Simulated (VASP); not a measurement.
# CuO (Cc) in VASP: single point with LDA+U

Aim: the single point of CuO with LDA+U.

Program: VASP 6.6.1. These are calculated values, not measurements. Logs are shortened: lines on timing, memory, paths and dates and some standing lists are left out, and cuts for length are marked.

## Step 1: The cell of the first run

It takes space group Cc (No. 9, monoclinic). The conventional cell has a = 4.689 Å, b = 3.427 Å, c = 5.132 Å, α = 90.00°, β = 99.65°, γ = 90.00°. Cu (site symmetry 1) has 4 O at 1.91 to 2.02 Å within 2.5 Å. Within 2.5 Å of O (site symmetry 1) lie 4 Cu at 1.91 to 2.02 Å.

## Step 2: Single point, LDA+U, collinear spin

INCAR reads:

```
SYSTEM = CuO
PREC = Accurate ; ENCUT = 520
EDIFF = 1E-6 ; ISMEAR = 0
SIGMA = 0.05 ; LREAL = .FALSE.
LASPH = .TRUE. ; NELM = 150
ALGO = Normal ; ISIF = 2
LWAVE = .FALSE. ; LCHARG = .FALSE.
ISPIN = 2 ; MAGMOM = 0.56 -0.56 0 0
LORBIT = 11 ; LMAXMIX = 4
LDAU = .TRUE. ; LDAUTYPE = 2
LDAUL = 2 -1 ; LDAUU = 6 0
LDAUJ = 0 0 ; LDAUPRINT = 1
NBANDS = 29
```

KPOINTS reads:

```
regular mesh
0
G
  8 8 5
  0 0 0
```

POSCAR reads:

```
CuO
1.0
    2.3446497600     -1.7133998200      0.0000000000
    2.3446497600      1.7133998200      0.0000000000
   -0.8605499100      0.0000000000      5.0594394800
Cu O
2 2
Direct
    0.0032000000      0.4968000000      0.0000000000
    0.4968000000      0.0032000000      0.5000000000
    0.5714000000      0.4056000000      0.2537000000
    0.4056000000      0.5714000000      0.7537000000
```

Potentials or basis: VASP PAW LDA potentials, release 64 (Cu, O).

Run with:

```console
$ cat potpaw_LDA.64/Cu/POTCAR potpaw_LDA.64/O/POTCAR > POTCAR
$ mpirun -np 1 vasp_std > vasp.out
```

OUTCAR:

```text
SYSTEM = CuO
   PREC = Accurate
   ENCUT = 520
   EDIFF = 1E-6
   ISMEAR = 0
   LREAL = .FALSE.
   LASPH = .TRUE.
   NELM = 150
   ISIF = 2
   ISPIN = 2
   LORBIT = 11

 ion  position               nearest neighbor table
   1  0.003  0.497  0.000-   4 1.91   3 1.93   4 1.98   3 2.02
   2  0.497  0.003  0.500-   3 1.91   4 1.93   3 1.98   4 2.02
   3  0.571  0.406  0.254-   2 1.91   1 1.93   2 1.98   1 2.02
   4  0.406  0.571  0.754-   1 1.91   2 1.93   1 1.98   2 2.02

  LATTYP: Found a base centered monoclinic cell.
 ALAT       =     4.6892995200
 B/A-ratio  =     0.7307700490
 C/A-ratio  =     1.0944283419
 COS(beta)  =    -0.1676798045

  Lattice vectors:

 A1 = (   2.3446497600,  -1.7133998200,   0.0000000000)
 A2 = (   2.3446497600,   1.7133998200,   0.0000000000)
 A3 = (  -0.8605499100,   0.0000000000,   5.0594394800)

Analysis of symmetry for initial positions (statically):
=====================================================================
 Subroutine PRICEL returns:
 Original cell was already a primitive cell.

 Routine SETGRP: Setting up the symmetry group for a
 base centered monoclinic supercell.

 Subroutine GETGRP returns: Found  2 space group operations
 (whereof  1 operations were pure point group operations)
 out of a pool of  4 trial point group operations.

The static configuration has the point symmetry C_1 .
 The point group associated with its full space group is C_1h.

Analysis of symmetry for dynamics (positions and initial velocities):
=====================================================================
 Subroutine PRICEL returns:
 Original cell was already a primitive cell.

 Routine SETGRP: Setting up the symmetry group for a
 base centered monoclinic supercell.

 Subroutine GETGRP returns: Found  2 space group operations
 (whereof  1 operations were pure point group operations)
 out of a pool of  4 trial point group operations.

The dynamic configuration has the point symmetry C_1 .
 The point group associated with its full space group is C_1h.

Analysis of structural, dynamic, and magnetic symmetry:
=====================================================================
 Subroutine PRICEL returns:
 Original cell was already a primitive cell.

 Routine SETGRP: Setting up the symmetry group for a
 base centered monoclinic supercell.

 Subroutine GETGRP returns: Found  2 space group operations
 (whereof  1 operations were pure point group operations)
 out of a pool of  4 trial point group operations.

The overall configuration has the point symmetry C_1 .
 The point group associated with its full space group is C_1h.

 Subroutine INISYM returns: Found  2 space group operations
 (whereof  1 operations are pure point group operations),
 and found     1 'primitive' translations

----------------------------------------------------------------------------------------

                                     Primitive cell

  volume of cell :      40.6508

  direct lattice vectors                    reciprocal lattice vectors
     2.344649760 -1.713399820  0.000000000     0.213251467 -0.291817470  0.036271514
[... 151 lines left out ...]
  0.0082  0.0021  0.9758 -0.0028 -0.0003
  0.0358  0.2435 -0.0028  0.6392  0.1099
 -0.0125 -0.0800 -0.0003  0.1099  0.9385

 occupancies and eigenvectors

  o =  0.4215  v =  0.0000  0.0000  0.0000  0.0000  0.0000 -0.0895 -0.5671  0.0073  0.7779 -0.2552      0.0000  0.0000  0.0000  0.0000  0.0000  0.0000  0.0000  0.0000  0.0000  0.0000
  o =  0.9608  v =  0.0000  0.0000  0.0000  0.0000  0.0000  0.8553  0.1527 -0.4513  0.1955 -0.0564      0.0000  0.0000  0.0000  0.0000  0.0000  0.0000  0.0000  0.0000  0.0000  0.0000
  o =  0.9614  v =  0.8517  0.1317 -0.4688  0.1848 -0.0569  0.0000  0.0000  0.0000  0.0000  0.0000      0.0000  0.0000  0.0000  0.0000  0.0000  0.0000  0.0000  0.0000  0.0000  0.0000
  o =  0.9718  v = -0.0539 -0.2060 -0.2243 -0.4344 -0.8460  0.0000  0.0000  0.0000  0.0000  0.0000      0.0000  0.0000  0.0000  0.0000  0.0000  0.0000  0.0000  0.0000  0.0000  0.0000
  o =  0.9729  v = -0.0912  0.7821  0.2484  0.3593 -0.4350  0.0000  0.0000  0.0000  0.0000  0.0000      0.0000  0.0000  0.0000  0.0000  0.0000  0.0000  0.0000  0.0000  0.0000  0.0000
  o =  0.9737  v =  0.0000  0.0000  0.0000  0.0000  0.0000  0.0240 -0.5892 -0.3451 -0.5723 -0.4534      0.0000  0.0000  0.0000  0.0000  0.0000  0.0000  0.0000  0.0000  0.0000  0.0000
  o =  0.9746  v =  0.0000  0.0000  0.0000  0.0000  0.0000  0.1368 -0.5191 -0.0589 -0.0875  0.8371      0.0000  0.0000  0.0000  0.0000  0.0000  0.0000  0.0000  0.0000  0.0000  0.0000
  o =  0.9798  v = -0.4999  0.2258 -0.8173  0.1116  0.1363  0.0000  0.0000  0.0000  0.0000  0.0000      0.0000  0.0000  0.0000  0.0000  0.0000  0.0000  0.0000  0.0000  0.0000  0.0000
  o =  0.9808  v =  0.0000  0.0000  0.0000  0.0000  0.0000 -0.4910  0.1960 -0.8208  0.1464  0.1594      0.0000  0.0000  0.0000  0.0000  0.0000  0.0000  0.0000  0.0000  0.0000  0.0000
  o =  1.0212  v =  0.1157  0.5268  0.0111 -0.7973  0.2708  0.0000  0.0000  0.0000  0.0000  0.0000      0.0000  0.0000  0.0000  0.0000  0.0000  0.0000  0.0000  0.0000  0.0000  0.0000

atom =   2  type =  1  l = 2

 onsite density matrix

spin component  1

  0.9616 -0.0305 -0.0082 -0.0358  0.0125
 -0.0305  0.7963 -0.0021 -0.2435  0.0800
 -0.0082 -0.0021  0.9758 -0.0028 -0.0003
 -0.0358 -0.2435 -0.0028  0.6392  0.1099
  0.0125  0.0800 -0.0003  0.1099  0.9385

spin component  2

  0.9669  0.0009 -0.0075  0.0067 -0.0015
  0.0009  0.9864  0.0003  0.0205 -0.0070
 -0.0075  0.0003  0.9749 -0.0002 -0.0011
  0.0067  0.0205 -0.0002  1.0031 -0.0106
 -0.0015 -0.0070 -0.0011 -0.0106  0.9757

 occupancies and eigenvectors

  o =  0.4215  v =  0.0895  0.5671  0.0073  0.7779 -0.2552  0.0000  0.0000  0.0000  0.0000  0.0000      0.0000  0.0000  0.0000  0.0000  0.0000  0.0000  0.0000  0.0000  0.0000  0.0000
  o =  0.9608  v =  0.8553  0.1527  0.4513 -0.1955  0.0564  0.0000  0.0000  0.0000  0.0000  0.0000      0.0000  0.0000  0.0000  0.0000  0.0000  0.0000  0.0000  0.0000  0.0000  0.0000
  o =  0.9614  v =  0.0000  0.0000  0.0000  0.0000  0.0000  0.8517  0.1317  0.4688 -0.1848  0.0569      0.0000  0.0000  0.0000  0.0000  0.0000  0.0000  0.0000  0.0000  0.0000  0.0000
  o =  0.9718  v =  0.0000  0.0000  0.0000  0.0000  0.0000  0.0539  0.2060 -0.2243 -0.4344 -0.8460      0.0000  0.0000  0.0000  0.0000  0.0000  0.0000  0.0000  0.0000  0.0000  0.0000
  o =  0.9729  v =  0.0000  0.0000  0.0000  0.0000  0.0000  0.0912 -0.7821  0.2484  0.3593 -0.4350      0.0000  0.0000  0.0000  0.0000  0.0000  0.0000  0.0000  0.0000  0.0000  0.0000
  o =  0.9737  v = -0.0240  0.5892 -0.3451 -0.5723 -0.4534  0.0000  0.0000  0.0000  0.0000  0.0000      0.0000  0.0000  0.0000  0.0000  0.0000  0.0000  0.0000  0.0000  0.0000  0.0000
  o =  0.9746  v =  0.1368 -0.5191  0.0589  0.0875 -0.8371  0.0000  0.0000  0.0000  0.0000  0.0000      0.0000  0.0000  0.0000  0.0000  0.0000  0.0000  0.0000  0.0000  0.0000  0.0000
  o =  0.9798  v =  0.0000  0.0000  0.0000  0.0000  0.0000 -0.4999  0.2258  0.8173 -0.1116 -0.1363      0.0000  0.0000  0.0000  0.0000  0.0000  0.0000  0.0000  0.0000  0.0000  0.0000
  o =  0.9808  v =  0.4910 -0.1960 -0.8208  0.1464  0.1594  0.0000  0.0000  0.0000  0.0000  0.0000      0.0000  0.0000  0.0000  0.0000  0.0000  0.0000  0.0000  0.0000  0.0000  0.0000
  o =  1.0212  v =  0.0000  0.0000  0.0000  0.0000  0.0000 -0.1157 -0.5268  0.0111 -0.7973  0.2708      0.0000  0.0000  0.0000  0.0000  0.0000  0.0000  0.0000  0.0000  0.0000  0.0000

 number of electron      33.9999999 magnetization       0.0000000

 Free energy of the ion-electron system (eV)
  ---------------------------------------------------
  ext. energy  EPLUGINS =         0.00000000
  ---------------------------------------------------
  free energy    TOTEN  =       -19.67865171 eV

  energy without entropy =      -19.67865171  energy(sigma->0) =      -19.67865171

 E-fermi :   4.8386     XC(G=0): -12.3726

 val. band max:        4.6338170931   @ k =   0.0000   0.0000   0.0000
 cond. band min:       5.3619317590   @ k =   0.2500   0.1250   0.4000
 fundamental gap:      0.7281146659
 Fermi energy:         4.8386079905

 spin component 1

 k-point     1 :       0.0000    0.0000    0.0000
  band No.  band energies     occupation
      1     -14.0970      1.00000
      2     -12.6506      1.00000
      3      -3.3288      1.00000
      4      -2.3602      1.00000
      5      -0.7375      1.00000
      6      -0.4241      1.00000
[... 1529 lines left out ...]
     28      24.7214      0.00000
     29      26.2344      0.00000

 [... further k-points ...]

------------------------ aborting loop because EDIFF is reached ----------------------------------------

  FORCE on cell =-STRESS in cart. coord.  units (eV):
  Direction    XX          YY          ZZ          XY          YZ          ZX
  --------------------------------------------------------------------------------------
  -------------------------------------------------------------------------------------
  Total       -3.5156831     -2.5398689     -3.7082987      0.0000000      0.0000000      0.2639124
  in kB     -138.5642526   -100.1043132   -146.1558493      0.0000000      0.0000000     10.4016286
  external PRESSURE =    -128.2748050 kB  Pullay stress =       0.0000000 kB

 VOLUME and BASIS-vectors are now :
 -----------------------------------------------------------------------------
  energy-cutoff  :      520.00
  volume of cell :       40.65
      direct lattice vectors                 reciprocal lattice vectors
     2.344649760 -1.713399820  0.000000000     0.213251467 -0.291817470  0.036271514
     2.344649760  1.713399820  0.000000000     0.213251467  0.291817470  0.036271514
    -0.860549910  0.000000000  5.059439480     0.000000000  0.000000000  0.197650353

 POSITION                                       TOTAL-FORCE (eV/Angst)
 -----------------------------------------------------------------------------------
      1.17232      0.84573      0.00000        -0.555281      0.233844      0.248356
      0.74205     -0.84573      2.52972        -0.555281     -0.233844      0.248356
      2.07240     -0.28408      1.28358         0.555281      0.280475     -0.248356
      1.64213      0.28408      3.81330         0.555281     -0.280475     -0.248356
 -----------------------------------------------------------------------------------
    total drift:                               -0.000464      0.000000     -0.000462

  FREE ENERGIE OF THE ION-ELECTRON SYSTEM (eV)
  ---------------------------------------------------
  free  energy   TOTEN  =       -19.6786517099 eV

  energy  without entropy=      -19.6786517098  energy(sigma->0) =      -19.67865171

 total charge

# of ion       s       p       d       tot
------------------------------------------
    1        0.378   0.394   9.196   9.968
    2        0.378   0.394   9.196   9.968
    3        1.548   3.402   0.000   4.949
    4        1.548   3.402   0.000   4.949
--------------------------------------------------
tot          3.852   7.591  18.393  29.836

 magnetization (x)

# of ion       s       p       d       tot
------------------------------------------
    1       -0.005  -0.005   0.596   0.586
    2        0.005   0.005  -0.596  -0.586
    3       -0.000  -0.003   0.000  -0.004
    4        0.000   0.003   0.000   0.004
--------------------------------------------------
tot          0.000   0.000   0.000   0.000
```

It took 5.4 min on 1 thread of Intel Xeon 8259CL, shared host; peak memory 0.27 GiB.

Results:

| Quantity | Value |
| --- | --- |
| Free energy | -19.6787 eV |
| Pressure | -12.8 GPa |
| Largest force | 0.670 eV/Å |
| Band gap on the k mesh | 0.73 eV (least direct gap 0.99 eV) |
| Net moment | 0.00 μB per cell |
| Site moments | Cu +0.59, -0.59; O -0.00, +0.00 μB |
| Valence electrons inside the program's atomic spheres | Cu 9.97; O 4.95 |

Forces in eV/Å, atoms in the order of the input:
```
Cu  -0.555  0.234  0.248
Cu  -0.555 -0.234  0.248
O    0.555  0.280 -0.248
O    0.555 -0.280 -0.248
```

Eigenvalues of the final occupation matrices:
```
    site  spin  trace               eigenvalues
site 1 d     1   4.91  0.96 0.97 0.97 0.98 1.02
site 1 d     2   4.31  0.42 0.96 0.97 0.97 0.98
site 2 d     1   4.31  0.42 0.96 0.97 0.97 0.98
site 2 d     2   4.91  0.96 0.97 0.97 0.98 1.02
```

Caveat: the cell stands under tension; semilocal functionals underestimate gaps, and a narrow one can read as zero.
